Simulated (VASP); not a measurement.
Crystal: Cu.

```
Cu
1.0
    -1.21112    1.21112    1.21112
     1.21112   -1.21112    1.21112
     1.21112    1.21112   -1.21112
Cu
1
Direct
  0.00000 0.00000 0.00000
```

This cell differs from its parent crystal: volume scaled by 0.65.

Base run:

| Item | Value |
| --- | --- |
| Program | VASP 6.6.1 |
| Functional | LDA |
| Potentials or basis | VASP PAW LDA potentials, release 64 (Cu) |
| Cutoff | 520 eV |
| k mesh | 19 × 19 × 19 |
| Occupations | fermi-dirac, width 0.08 eV |
| Spin | no spin polarisation |

Its results: pressure 234.2 GPa.

Q: After a change of settings the same cell gave: pressure 188.8 GPa. Which change was it?
A. occupations from fermi-dirac, width 0.08 eV to gaussian, width 0.005 eV; further incar settings from ALGO = Normal; EDIFF = 1e-06; NBANDS = 12 to ALGO = Normal; EDIFF = 1e-07; NBANDS = 12
B. hubbard terms from none to Cu d U = 5.0 eV
C. further incar settings from ALGO = Normal; EDIFF = 1e-06; NBANDS = 12 to ALGO = Normal; EDIFF = 1e-07; NBANDS = 12

A: B.

Caveats: U without spin polarisation on a metal has little footing (some runs); the U is typed as a test and isn't derived for this compound (some runs).
